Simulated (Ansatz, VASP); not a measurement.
# Two plane-wave programs on BeS

```
CELL_PARAMETERS angstrom
0.00000 2.41896 2.41896
2.41896 0.00000 2.41896
2.41896 2.41896 0.00000
ATOMIC_POSITIONS crystal
Be 0.00000 0.00000 0.00000
S 0.75000 0.75000 0.75000
```

Alike in both runs: functional PBEsol; k mesh 18 × 18 × 18; occupations fermi-dirac, width 0.05 eV; no spin polarisation.

Ansatz relaxed the structure, and its values are those at the end. VASP's run is a single point on that final structure, the one shown.

```csv
,VASP,Ansatz
version,VASP 6.6.1,Ansatz 0.2.0
potentials or method,"VASP PAW PBE potentials, release 64 (Be, S)","PAW with Ansatz's default frozen-core files, scalar-relativistic"
plane-wave cutoff (eV),520,420
valence electrons in the cell,8,8
```

VASP gave:

- pressure (GPa): 0.2

Q: Estimate Ansatz's values.

A: Pressure (GPa): 0.0.

VASP's potentials were made for PBE, not for PBEsol. The functional is the same, so the differences come from potentials, cutoffs and numerics.
